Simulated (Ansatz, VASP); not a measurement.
# One calculation of CsRe2, two programs

```
Cs Re
1.0
     0.00000    3.11982    3.11982
     3.11982    0.00000    3.11982
     3.11982    3.11982    0.00000
Cs Re
1 2
Direct
  0.00000 0.00000 0.00000
  0.25000 0.25000 0.25000
  0.75000 0.75000 0.75000
```

Alike in both runs: functional PBE; k mesh 4 × 4 × 4; occupations gaussian, width 0.1 eV; no spin polarisation.

Ansatz relaxed the structure, and its values are those at the end. VASP's run is a single point on that final structure, the one shown.

|  | VASP | Ansatz |
| --- | --- | --- |
| version | VASP 6.6.1 | Ansatz 0.2.0 |
| potentials or method | VASP PAW PBE potentials, release 64 (Cs_sv, Re), cutoff 520 eV | scalar-relativistic, plane waves, PAW |
| valence electrons in the cell | 23 | 39 |

|  | VASP | Ansatz | Ansatz less VASP |
| --- | --- | --- | --- |
| gap on the k mesh at the Fermi level (eV) | none | none | - |
| pressure (GPa) | 5.5 | 0.0 | -5.49 |

A gap of «none» marks a metal or a gap that the smearing closes. One of these differences is far larger than is usual between the two programs; its cause wasn't traced. VASP's potentials hold 23 valence electrons a cell and Ansatz's 39, so a difference there can come from the potentials and not from the codes.

The k mesh is coarse, so the values compare programs but aren't converged. Spin-orbit coupling is off throughout.
